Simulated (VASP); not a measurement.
# SnO2 (P4_2/mnm) in VASP: notebook, part 2 of 2

VASP 6.6.1. Earlier steps stand in the parts before.

### 3 Single point, r2SCAN (biaxial strain in the a-b plane: +4.5 %)

POSCAR reads:

```
SnO2
1.0
    4.9733645907      0.0000000000      0.0000000000
    0.0000000000      4.9733645907      0.0000000000
    0.0000000000      0.0000000000      3.1148356747
Sn O
2 4
Direct
    0.5000000000      0.5000000000      0.5000000000
    0.0000000000      0.0000000000      0.0000000000
    0.1933870967      0.8066129033      0.5000000000
    0.8066129033      0.1933870967      0.5000000000
    0.3066129033      0.3066129033      0.0000000000
    0.6933870967      0.6933870967      0.0000000000
```

INCAR.step1 reads:

```
SYSTEM = SnO2
ALGO = Normal ; EDIFF = 1E-5
ENCUT = 910 ; GGA = PE
GGA_COMPAT = .False. ; ISMEAR = 0
LASPH = .True. ; LCHARG = .False.
LREAL = .False. ; LWAVE = .True.
NBANDS = 35 ; NELM = 120
PREC = Accurate ; SIGMA = 0.02
```

INCAR.step2 reads:

```
SYSTEM = SnO2
ALGO = Normal ; EDIFF = 1E-6
ENCUT = 910 ; GGA_COMPAT = .False.
ISIF = 2 ; ISMEAR = 0
ISTART = 1 ; LASPH = .True.
LCHARG = .True. ; LELF = .True.
LMIXTAU = .True. ; LREAL = .False.
LVHAR = .True. ; LWAVE = .False.
METAGGA = R2SCAN ; NBANDS = 35
NELM = 120 ; PREC = Accurate
SIGMA = 0.02
```

KPOINTS reads:

```
k-points
0
Gamma
  6 6 8
  0 0 0
```

Potentials or basis: VASP PAW PBE potentials, release 64 (Sn_d, O_h).

Launch:

```console
cat potpaw_PBE.64/Sn_d/POTCAR potpaw_PBE.64/O_h/POTCAR > POTCAR
cp INCAR.step1 INCAR
mpirun -np 1 vasp_std > vasp.out
cp INCAR.step2 INCAR
mpirun -np 1 vasp_std > vasp.out
```

Run time: 16 min. Hardware: 1 thread of AMD EPYC 7R13 (Zen 3), shared host; peak memory 0.43 GiB.

It converged, with:

```
Free energy            : -84.4418 eV
Pressure               : -7.4 GPa
Largest force          : 0.072 eV/Å
Band gap on the k mesh : 1.40 eV
```

Forces in eV/Å, atoms in the order of the input:
```
Sn   0.000  0.000  0.000
Sn   0.000  0.000  0.000
O   -0.051  0.051  0.000
O    0.051 -0.051  0.000
O    0.051  0.051  0.000
O   -0.051 -0.051  0.000
```

Stress tensor (GPa, compression positive):
```
-11.61   0.00   0.00
  0.00 -11.61   0.00
  0.00   0.00   1.11
```

Levels at points of the mesh, in eV from the valence-band top:
```tsv
k point	band 22	band 23	band 24	band 25	band 26	band 27	band 28	band 29	band 30	band 31
(0.00, 0.00, 0.00)	-1.03	-1.03	-0.80	-0.80	0.00	1.40	6.86	7.20	7.20	10.67
(0.50, 0.00, 0.00)	-1.92	-1.00	-1.00	-0.65	-0.65	4.45	4.45	8.02	8.02	10.78
(0.50, 0.50, 0.00)	-1.77	-1.08	-1.08	-0.97	-0.97	5.01	5.01	8.14	8.14	10.81
(0.00, 0.00, 0.50)	-2.48	-1.46	-1.46	-1.17	-1.17	6.25	6.25	9.86	9.86	10.87
(0.50, 0.00, 0.50)	-1.62	-1.04	-1.04	-0.83	-0.83	6.44	6.44	7.97	7.97	12.09
(0.50, 0.50, 0.50)	-2.44	-0.95	-0.95	-0.85	-0.85	4.92	4.92	9.25	9.25	11.33
```

Caveat: the cell differs from its parent crystal (biaxial strain in the a-b plane: +4.5 %); the stress differs along the axes, from -12 to 1 GPa; the PAW data sets were made with another functional, which shifts forces and pressure a little; spin-orbit coupling is left out, which moves the levels of the heavy elements.

### 4 Single point, r2SCAN

This run uses another cell than the first one, of 11.86 Å³/atom.

POSCAR reads:

```
SnO2
1.0
    4.7236126175      0.0000000000      0.0000000000
    0.0000000000      4.7236126175      0.0000000000
    0.0000000000      0.0000000000      3.1894497948
Sn O
2 4
Direct
    0.5000000000      0.5000000000      0.5000000000
    0.0000000000      0.0000000000      0.0000000000
    0.1944616829      0.8055383171      0.5000000000
    0.8055383171      0.1944616829      0.5000000000
    0.3055383171      0.3055383171      0.0000000000
    0.6944616829      0.6944616829      0.0000000000
```

INCAR.step1 reads:

```
SYSTEM = SnO2
PREC     = Accurate       ! precision mode
ENCUT    = 520            ! plane-wave cutoff, eV
ISMEAR   = 0              ! smearing method
SIGMA    = 0.02           ! smearing width, eV
LREAL    = .FALSE.        ! projectors in reciprocal space
LASPH    = .TRUE.         ! aspherical terms in the spheres
NELM     = 80             ! most SCF steps
NBANDS   = 35             ! bands
GGA      = PE             ! functional
ALGO     = Normal         ! electronic algorithm
EDIFF    = 1E-4           ! SCF threshold, eV
LWAVE    = .TRUE.         ! write WAVECAR
LCHARG   = .FALSE.        ! write CHGCAR
```

INCAR.step2 reads:

```
SYSTEM = SnO2
PREC     = Accurate       ! precision mode
ENCUT    = 520            ! plane-wave cutoff, eV
EDIFF    = 1E-6           ! SCF threshold, eV
ISMEAR   = 0              ! smearing method
SIGMA    = 0.02           ! smearing width, eV
LREAL    = .FALSE.        ! projectors in reciprocal space
LASPH    = .TRUE.         ! aspherical terms in the spheres
NELM     = 80             ! most SCF steps
ALGO     = Normal         ! electronic algorithm
ISIF     = 2              ! what is computed and relaxed
LWAVE    = .FALSE.        ! write WAVECAR
LCHARG   = .FALSE.        ! write CHGCAR
METAGGA  = R2SCAN         ! meta-GGA
LMIXTAU  = .TRUE.       
NBANDS   = 35             ! bands
ISTART   = 1
```

KPOINTS reads:

```
Automatic mesh
0
G
  6 6 8
  0 0 0
```

Potentials or basis: VASP PAW PBE potentials, release 64 (Sn_d, O).

Launch:

```console
cat potpaw_PBE.64/Sn_d/POTCAR potpaw_PBE.64/O/POTCAR > POTCAR
cp INCAR.step1 INCAR
mpirun -np 1 vasp_std > vasp.out
cp INCAR.step2 INCAR
mpirun -np 1 vasp_std > vasp.out
```

It took 7.4 min on 1 thread of Intel Xeon 8259CL, shared host; peak memory 0.24 GiB.

The run converged. Its results:

- Free energy: -84.6016 eV
- Pressure: 5.2 GPa
- Largest force: 0.015 eV/Å
- Band gap on the k mesh: 2.00 eV

Forces on the atoms (eV/Å):
```
Sn   0.000  0.000  0.000
Sn   0.000  0.000  0.000
O    0.011 -0.011  0.000
O   -0.011  0.011  0.000
O   -0.011 -0.011  0.000
O    0.011  0.011  0.000
```

Stress tensor (GPa, compression positive):
```
5.02 0.00 0.00
0.00 5.02 0.00
0.00 0.00 5.54
```

Levels at points of the mesh, in eV from the valence-band top:
| k point | band 22 | band 23 | band 24 | band 25 | band 26 | band 27 | band 28 | band 29 | band 30 | band 31 |
| --- | --- | --- | --- | --- | --- | --- | --- | --- | --- | --- |
| (0.00, 0.00, 0.00) | -1.22 | -1.22 | -0.79 | -0.79 | 0.00 | 2.01 | 6.97 | 7.13 | 7.13 | 11.21 |
| (0.50, 0.00, 0.00) | -2.00 | -1.17 | -1.17 | -0.63 | -0.63 | 5.22 | 5.22 | 7.90 | 7.90 | 12.14 |
| (0.50, 0.50, 0.00) | -2.01 | -1.30 | -1.30 | -0.93 | -0.93 | 5.66 | 5.66 | 8.35 | 8.35 | 12.15 |
| (0.00, 0.00, 0.50) | -2.62 | -1.72 | -1.72 | -1.29 | -1.29 | 7.10 | 7.10 | 10.68 | 10.68 | 11.66 |
| (0.50, 0.00, 0.50) | -1.76 | -1.14 | -1.14 | -0.66 | -0.66 | 7.39 | 7.39 | 9.04 | 9.04 | 12.08 |
| (0.50, 0.50, 0.50) | -2.32 | -0.97 | -0.97 | -0.87 | -0.87 | 5.72 | 5.72 | 9.76 | 9.76 | 12.06 |

Caveat: the cell stands under pressure; the PAW data sets were made with another functional, which shifts forces and pressure a little; spin-orbit coupling is left out, which moves the levels of the heavy elements.

### 5 Overview

| task | potentials or basis | cell | cutoff (eV) | gap on the mesh (eV) | pressure (GPa) | largest force (eV/Å) |
| --- | --- | --- | --- | --- | --- | --- |
| relaxation of cell and atoms | VASP PAW PBE potentials, release 64 (Sn_d, O) | relaxed to 1 GPa from a = 4.744, b = 4.744, c = 3.191 Å, 6 atoms, atomic positions A | 600 | 1.79 | 1.0 | - |
| single point | VASP PAW PBE potentials, release 64 (Sn_d, O_h) | a = 4.973, b = 4.973, c = 3.115 Å, 6 atoms, atomic positions B | 910 | 1.40 | -7.4 | 0.07 |
| single point | VASP PAW PBE potentials, release 64 (Sn_d, O) | a = 4.724, b = 4.724, c = 3.189 Å, 6 atoms, atomic positions C | 520 | 2.00 | 5.2 | 0.02 |

Alike in all rows: level r2SCAN; no spin polarisation; k mesh 6 × 6 × 8; smearing gaussian 0.02 eV.

Caveats: the PAW data sets were made with another functional, which shifts forces and pressure a little; spin-orbit coupling is left out, which moves the levels of the heavy elements; the cell is relaxed towards a set pressure, so the run minimises the enthalpy, not the energy (at least some runs); the stress differs along the axes, from -12 to 1 GPa (at least some runs); the cell stands under pressure (at least some runs).

Total energies depend on the potentials used, so only differences within one code and one set of settings carry meaning.
